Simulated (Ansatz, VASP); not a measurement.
## One calculation of BP, two programs

File INCAR:

```
  PREC = Accurate
  ENCUT = 520
  EDIFF = 1E-6
  ISMEAR = 0
  SIGMA = 0.05
  LREAL = F
  LASPH = T
  NELM = 80
  ALGO = Normal
  ISIF = 2
  LWAVE = F
  LCHARG = T
  GGA = PE
  LELF = T
  LVHAR = T
  NBANDS = 11
```

Contents of KPOINTS:

```
regular mesh
0
Gamma
  12 12 12
```

The input POSCAR:

```
BP
1.0
    0.0000000000      2.1165187956      2.2935834370
    2.2935834370      0.0000000000      2.2935834370
    2.2935834370      2.1165187956      0.0000000000
B P
1 1
Direct
    0.0000000000      0.0000000000      0.0000000000
    0.7500000000      0.7500000000      0.7500000000
```

Input for Ansatz:

```yaml
crystal:
  lattice:
    - [0.0, 2.1165187956, 2.293583437]
    - [2.293583437, 0.0, 2.293583437]
    - [2.293583437, 2.1165187956, 0.0]
  atoms:
    - { symbol: B, position: [0.0, 0.0, 0.0] }
    - { symbol: P, position: [0.75, 0.75, 0.75] }
basis:
  ecutwfc: 520.0
kpoints:
  mp_grid: { grid: [12, 12, 12] }
hamiltonian:
  xc: pbe
scf:
  occupations: { method: gaussian, width: 0.05 }
output:
  forces: true
  stress: true
  eigenvalues: true
```

Alike in both runs: task single point; functional PBE; k mesh 12 × 12 × 12; occupations gaussian, width 0.05 eV; no spin polarisation.

|  | VASP | Ansatz |
| --- | --- | --- |
| version | VASP 6.6.1 | Ansatz 0.2.0 |
| potentials or method | VASP PAW PBE potentials, release 64 (B, P), cutoff 520 eV | scalar-relativistic, plane waves, PAW |
| valence electrons in the cell | 8 | 8 |

VASP gave:

* gap on the k mesh at the Fermi level (eV): none
* pressure (GPa): 9.4
* traceless stress, the component that is largest in VASP (GPa): 13.11

Which values does Ansatz return?

gap on the k mesh at the Fermi level (eV): none; pressure (GPa): 9.7; traceless stress, the component that is largest in VASP (GPa): 13.09.

A gap of «none» marks a metal or a gap that the smearing closes.
